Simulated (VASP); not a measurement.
# Si13O24 (a cell with a defect) in VASP: further runs, part 2 of 2

VASP 6.6.1. The steps go on from the part before.

**3. Single point, PBE**

INCAR reads:

```
SYSTEM = Si13O24
PREC = Accurate ; ENCUT = 520
EDIFF = 1E-7 ; ISMEAR = -1
SIGMA = 0.05 ; LREAL = Auto
LASPH = .True. ; NELM = 60
ALGO = Normal ; ISIF = 2
LWAVE = .False. ; LCHARG = .False.
GGA = PE ; NBANDS = 122
```

KPOINTS reads:

```
regular mesh
0
Gamma
  1 1 1
  0 0 0
```

POSCAR reads:

```
Si13O24
1.0
   -2.4582790000      4.2578640000      5.4316250000
    4.9165580000      0.0000000000      5.4316250000
    4.9165580000      8.5157280000      0.0000000000
Si O
13 24
Direct
    0.4023874570      0.9482212467      0.0323388597
    0.0078387930     -0.0122205388      0.2412974540
    0.1264454247      0.5749468842      0.9150260058
    0.4149026917      0.9218059360      0.5156929349
    0.0200704274     -0.0043661032      0.7483497418
    0.0780551529      0.5852270141      0.4236457264
    0.8907562618      0.4583795862      0.2283869307
    0.4921213250      0.4916174272      0.4603029038
    0.6156749276      0.0825323308      0.1878805770
    0.8951603832      0.4414009589      0.7650231231
    0.4996032354      0.4852953908      0.0301392165
    0.6071204826      0.0474166034      0.6905532391
    0.4703607892      0.5193430287      0.7297987592
    0.5729231803      0.9991846143      0.0728265412
    0.6319378768      0.3108923076      0.1335404870
    0.1555174901      0.0316824731      0.0712361501
    0.2968812556      0.4245418912      1.0449042042
    0.9460977422      0.2059700092      0.2860758919
    0.9288154542      0.5398794575      0.0545379226
    0.5762929851      0.8802508668      0.6158748665
    0.5428982215      0.2576356887      0.5823005628
    0.1984675893      0.0374838985      0.6030432156
    0.2988604978      0.4615196831      0.4436018442
    0.9338191777      0.2022680890      0.7948498285
    0.9245279905      0.5309112197      0.5847163686
    0.0233329207      0.5440663383      0.2936861766
    0.1254574003      0.8087013460      0.3504244677
    0.6502927974      0.5471941425      0.3129200121
    0.7948722478      0.9424899597      0.2575401741
    0.4200243103      0.6940989954      0.5236303473
    0.4405920525      0.0433699294      0.3422043260
    0.0646811232      0.4965137310      0.8030548385
    0.0573894519      0.8248879513      0.8887253701
    0.6541975592      0.5210860806      0.8433237609
    0.8359834213      0.9522843623      0.7046838844
    0.4184726779      0.7015604613      0.0629423873
    0.4628190956      0.0302193598      0.8516452421
```

Potentials or basis: VASP PAW PBE potentials, release 64 (Si, O).

On the command line:

```
$ cat potpaw_PBE.64/Si/POTCAR potpaw_PBE.64/O/POTCAR > POTCAR
$ mpirun -np 1 vasp_gam > vasp.out
```

OUTCAR:

```text
SYSTEM = Si13O24
   PREC = Accurate
   ENCUT = 520
   EDIFF = 1E-7
   ISMEAR = -1
   LREAL = Auto
   LASPH = .True.
   NELM = 60
   ISIF = 2
   GGA = PE

 ion  position               nearest neighbor table
   1  0.402  0.948  0.032-  14 1.61  37 1.63  16 1.66  36 1.70   2 2.92   9 3.06  12 3.12
   2  0.008  0.988  0.241-  27 1.60  29 1.64  16 1.65  18 1.68   6 2.87   9 2.91   1 2.92
   3  0.126  0.575  0.915-  32 1.64  19 1.65  33 1.69  17 1.91  13 2.57   5 2.95   7 2.97  11 3.10
                            10 3.12
   4  0.415  0.922  0.516-  31 1.62  30 1.63  22 1.63  20 1.68  13 2.99   5 3.04  12 3.05   9 3.06

   5  0.020  0.996  0.748-  33 1.55  24 1.60  22 1.60  35 1.69   3 2.95   4 3.04  10 3.14  12 3.14

   6  0.078  0.585  0.424-  26 1.60  25 1.61  23 1.62  27 1.65   2 2.87   8 3.00  10 3.11
   7  0.891  0.458  0.228-  19 1.57  26 1.68  28 1.69  18 1.69   3 2.97   8 3.04
   8  0.492  0.492  0.460-  28 1.55  23 1.57  30 1.66  21 1.74  13 2.67   6 3.00   7 3.04
   9  0.616  0.083  0.188-  29 1.58  14 1.61  15 1.61  31 1.63  11 2.83   2 2.91   4 3.06   1 3.06

  10  0.895  0.441  0.765-  32 1.61  24 1.62  25 1.64  34 1.66  13 3.09   6 3.11   3 3.12   5 3.14

  11  0.500  0.485  0.030-  36 1.60  15 1.61  17 1.63  34 1.79   9 2.83  13 2.95   3 3.10
[... 271 lines left out ...]
      4     -17.2476      2.00000
      5     -17.1223      2.00000
      6     -16.9081      2.00000
[... 102 lines left out ...]
    109      10.2939      0.00000
    110      10.4995      0.00000
 [bands above 110 left out]

------------------------ aborting loop because EDIFF is reached ----------------------------------------

  FORCE on cell =-STRESS in cart. coord.  units (eV):
  Direction    XX          YY          ZZ          XY          YZ          ZX
  --------------------------------------------------------------------------------------
  -------------------------------------------------------------------------------------
  Total       15.8752037     19.1585842      6.1393846      3.6673903     -3.3565973     -1.9755732
  in kB       55.9225759     67.4887325     21.6268218     12.9188838    -11.8240729     -6.9592266
  external PRESSURE =      48.3460434 kB  Pullay stress =       0.0000000 kB

 VOLUME and BASIS-vectors are now :
 -----------------------------------------------------------------------------
  energy-cutoff  :      520.00
  volume of cell :      454.82
      direct lattice vectors                 reciprocal lattice vectors
    -2.458279000  4.257864000  5.431625000    -0.101697163  0.058714886  0.092053483
     4.916558000  0.000000000  5.431625000     0.101697163 -0.058714886  0.092053483
     4.916558000  8.515728000  0.000000000     0.050848581  0.088072329 -0.046026742

 POSITION                                       TOTAL-FORCE (eV/Angst)
 -----------------------------------------------------------------------------------
      3.83180      1.98870      7.33600        -2.104072     -2.308783     -1.911054
      6.02356      2.08820      5.40782         2.230737     -0.850325      1.834609
      7.01470      8.33050      3.80970        -0.668347      1.740356      2.599497
      6.04760      6.15810      7.26050         1.145831      0.315533      0.947748
      8.52506      6.45820      5.51692         1.236569     -2.601027     -0.959024
      4.76830      3.94000      3.60270        -0.616847      0.367907      0.210085
[... 29 lines left out ...]
      2.73000      2.31780      6.08360         0.872559      0.898131      1.875507
      3.19800      9.22300      2.67800         1.234201      0.228705     -0.700771
 -----------------------------------------------------------------------------------
    total drift:                                0.005223      0.027142      0.010633

  FREE ENERGIE OF THE ION-ELECTRON SYSTEM (eV)
  ---------------------------------------------------
  free  energy   TOTEN  =      -279.9324531612 eV

  energy  without entropy=     -279.9324526267  energy(sigma->0) =     -279.93245289
```

OSZICAR:

```text
N       E                     dE             d eps       ncg     rms          rms(c)
DAV:   1     0.174893366278E+04    0.17489E+04   -0.11934E+05   252   0.159E+03
DAV:   2    -0.173751406481E+03   -0.19227E+04   -0.18635E+04   294   0.380E+02
DAV:   3    -0.314744713190E+03   -0.14099E+03   -0.14016E+03   288   0.111E+02
DAV:   4    -0.317504828412E+03   -0.27601E+01   -0.27503E+01   296   0.166E+01
DAV:   5    -0.317557708487E+03   -0.52880E-01   -0.52832E-01   288   0.221E+00    0.493E+01
DAV:   6    -0.279868561274E+03    0.37689E+02   -0.16370E+02   280   0.360E+01    0.233E+01
DAV:   7    -0.279934474792E+03   -0.65914E-01   -0.53962E+00   312   0.688E+00    0.873E+00
DAV:   8    -0.279891240965E+03    0.43234E-01   -0.35757E-01   296   0.229E+00    0.377E+00
DAV:   9    -0.279925303582E+03   -0.34063E-01   -0.14314E-01   280   0.159E+00    0.624E-01
DAV:  10    -0.279929066656E+03   -0.37631E-02   -0.21093E-02   296   0.593E-01    0.433E-01
DAV:  11    -0.279931381411E+03   -0.23148E-02   -0.58373E-03   288   0.282E-01    0.223E-01
DAV:  12    -0.279932238022E+03   -0.85661E-03   -0.84335E-04   296   0.135E-01    0.688E-02
DAV:  13    -0.279932439167E+03   -0.20114E-03   -0.40815E-04   304   0.820E-02    0.232E-02
DAV:  14    -0.279932447549E+03   -0.83826E-05   -0.43435E-05   296   0.270E-02    0.170E-02
DAV:  15    -0.279932451540E+03   -0.39911E-05   -0.13777E-05   288   0.134E-02    0.102E-02
DAV:  16    -0.279932453218E+03   -0.16775E-05   -0.47166E-06   296   0.108E-02    0.334E-03
DAV:  17    -0.279932453175E+03    0.42746E-07   -0.20280E-06   296   0.649E-03    0.212E-03
DAV:  18    -0.279932453161E+03    0.13704E-07   -0.44110E-07   264   0.239E-03
   1 F= -.27993245E+03 E0= -.27993245E+03  d E =-.534501E-06
```

Wall time 2.3 min (1 thread of Intel Xeon Platinum 8259CL at 2.50GHz (Skylake/Cascade Lake), shared host); peak memory 0.47 GiB.

What came out:

| Item | Value |
| --- | --- |
| Free energy | -279.9325 eV |
| Pressure | 4.8 GPa |
| Largest force | 3.734 eV/Å |
| Band gap on the k mesh | 1.57 eV |

Forces in eV/Å, atoms in the order of the input:
```
Si  -2.104 -2.309 -1.911
Si   2.231 -0.850  1.835
Si  -0.668  1.740  2.599
Si   1.146  0.316  0.948
Si   1.237 -2.601 -0.959
Si  -0.617  0.368  0.210
Si   0.076  3.032 -1.058
Si  -0.067  2.880 -2.375
Si   1.091  0.845 -2.160
Si  -1.757 -0.823 -0.120
Si   0.994 -2.233  0.563
Si  -2.666 -0.160 -0.599
Si   0.531  0.883 -0.060
O    0.272  0.191 -0.215
O   -0.249 -0.178  0.321
O   -0.054  1.389  0.472
O   -0.684 -0.903  0.041
O    0.387 -0.430  0.291
O    0.493 -0.340 -0.792
O    0.361 -1.093  0.068
O   -0.143 -2.235  1.660
O   -1.433 -0.168  0.227
O   -0.200 -1.178 -1.218
O    1.504  0.416  0.323
O    0.454 -0.514  0.305
O   -0.404 -0.810 -1.482
O    0.865  0.415 -0.494
O   -2.867 -0.425  2.197
O   -2.043  0.928  1.692
O    0.682 -0.070 -0.588
O    0.836 -0.115 -0.137
O   -0.268 -0.495 -0.548
O   -0.889  1.906 -0.589
O    1.810  1.414 -0.712
O    0.039  0.080  1.092
O    0.873  0.898  1.876
O    1.234  0.229 -0.701
```

Stress tensor (GPa, compression positive):
```
 5.59  1.29 -0.70
 1.29  6.75 -1.18
-0.70 -1.18  2.16
```

Caveat: the k points lie up to 0.94 Å⁻¹ apart, too coarse for converged energies, forces and pressures; the atoms stand as in a frame of molecular dynamics.

**4. Single point, PBE**

INCAR reads:

```
SYSTEM = Si13O24
PREC = Accurate ; ENCUT = 520
EDIFF = 1E-6 ; ISMEAR = -1
SIGMA = 0.05 ; LREAL = Auto
LASPH = .TRUE. ; NELM = 80
ALGO = Normal ; ISIF = 2
LWAVE = .FALSE. ; LCHARG = .FALSE.
GGA = PE ; NBANDS = 122
```

KPOINTS reads:

```
Automatic mesh
0
G
  1 1 1
  0 0 0
```

POSCAR reads:

```
Si13O24
1.0
   -2.4582790000      4.2578640000      5.4316250000
    4.9165580000      0.0000000000      5.4316250000
    4.9165580000      8.5157280000      0.0000000000
Si O
13 24
Direct
    0.4078221676      0.9116356374      0.0315121237
    0.0002612065     -0.0009424023      0.2446987290
    0.1270165743      0.5389719650      0.9401404907
    0.3736887663      0.9194049211      0.5238875707
    0.0090108055     -0.0199099379      0.7794557571
    0.0984232594      0.5648589075      0.4233022881
    0.9028621863      0.4341410125      0.2544275252
    0.5157387485      0.4554991407      0.5007856697
    0.6073491758      0.0723921540      0.1924544571
    0.9210200544      0.4170693756      0.7803586337
    0.5157072558      0.4941746856      0.0108844060
    0.6090492365      0.0120724352      0.6929356106
    0.4770033178      0.6111424950      0.6962980435
    0.5777793023      0.9865039463      0.0665585266
    0.6084677128      0.3064886769      0.1158359251
    0.1749457100      0.0250865087      0.0888479481
    0.3075659949      0.4334829546      1.0225932325
    0.9525909312      0.2011706043      0.3107188684
    0.9274303341      0.4695365036      0.0754753754
    0.5787034465      0.8212827455      0.6194842565
    0.6019292906      0.1951249979      0.5374017281
    0.1853605697      0.0175989497      0.6267884440
    0.3173989911      0.4483755239      0.4481775677
    0.9198963538      0.1926252212      0.8397762859
    0.9587431876      0.4863492111      0.5964730081
    0.0696543306      0.4953147165      0.2867425232
    0.0281949063      0.8092708613      0.3957207092
    0.6715109895      0.5588758652      0.3536042405
    0.8291743928      0.9543066097      0.2037275267
    0.3338757938      0.7056289585      0.5562416128
    0.4562000592      0.0461357979      0.3578393052
    0.0899945350      0.4577789213      0.8254626626
    0.1069813451      0.7790334294      0.8868047432
    0.6932056824      0.5380464751      0.8552439064
    0.8128906419      0.9645332413      0.7496155584
    0.4187051855      0.6792719392      0.0911032226
    0.4264195133     -0.0161187285      0.8396538388
```

On the command line:

```
$ cat potpaw_PBE.64/Si/POTCAR potpaw_PBE.64/O/POTCAR > POTCAR
$ mpirun -np 1 vasp_gam > vasp.out
```

It took 2.1 min on 1 thread of Intel Xeon Platinum 8259CL at 2.50GHz (Skylake/Cascade Lake), shared host; peak memory 0.47 GiB.

The run converged. Its results:

```
Free energy            : -279.1938 eV
Pressure               : 3.5 GPa
Largest force          : 4.737 eV/Å
Band gap on the k mesh : 1.75 eV
```

Forces on the atoms (eV/Å):
```
Si   0.571 -1.909  2.188
Si   1.404  1.959  0.785
Si   0.772  1.812  0.240
Si  -1.714 -0.368  2.761
Si   2.090  0.031  0.955
Si   0.310  0.795 -1.193
Si   2.577 -1.837 -0.377
Si   0.091  0.510 -1.110
Si  -0.543 -1.480  0.205
Si   0.184 -2.577  1.359
Si   1.617 -3.456 -0.744
Si  -1.326 -0.963  0.838
Si  -1.865  2.220 -3.050
O    0.629 -0.514 -1.827
O   -1.518  3.972 -1.564
O   -0.006  1.178  0.123
O   -0.694  0.227  0.244
O   -3.042  0.576 -3.366
O    1.509  0.490  1.440
O    0.886 -1.921  1.588
O    0.433  2.003 -1.410
O    3.352 -0.427  0.279
O   -0.490  0.339  1.326
O   -3.566  1.157 -2.897
O    0.391 -0.155 -0.231
O    1.783  2.288  1.893
O   -0.861 -0.618  1.282
O   -3.066 -0.449  0.871
O    0.215 -0.339 -0.274
O   -0.332 -1.389  0.292
O    0.110 -0.324 -0.823
O   -1.654 -1.151  0.879
O    1.770 -0.218 -0.280
O    0.063  0.037  0.421
O   -0.354 -1.957 -1.518
O   -0.807  0.436  0.492
O    1.079  2.024  0.203
```

Stress tensor (GPa, compression positive):
```
 4.09 -3.97  1.55
-3.97  2.98 -1.90
 1.55 -1.90  3.56
```

Levels at points of the mesh, in eV from the valence-band top:
| k point | band 95 | band 96 | band 97 | band 98 | band 99 | band 100 | band 101 | band 102 |
| --- | --- | --- | --- | --- | --- | --- | --- | --- |
| (0.00, 0.00, 0.00) | -3.61 | -3.38 | -2.66 | 0.00 | 1.75 | 2.61 | 3.10 | 3.38 |

Caveat: the k points lie up to 0.94 Å⁻¹ apart, too coarse for converged energies, forces and pressures; the atoms stand as in a frame of molecular dynamics.

**5. The runs side by side**

```tsv
cell	gap on the mesh (eV)	pressure (GPa)	largest force (eV/Å)
as given, atomic positions A	2.00	-1.2	4.05
as given, atomic positions B	1.57	4.8	3.73
as given, atomic positions C	1.75	3.5	4.74
```

Alike in all rows: task single point; level PBE; potentials or basis VASP PAW PBE potentials, release 64 (Si, O); no spin polarisation; k mesh 1 × 1 × 1; cutoff (eV) 520; smearing fermi-dirac 0.05 eV.

Caveats: all runs use coarse meshes; the atoms stand as in a frame of molecular dynamics.

Total energies depend on the potentials used, so only differences within one code and one set of settings carry meaning.
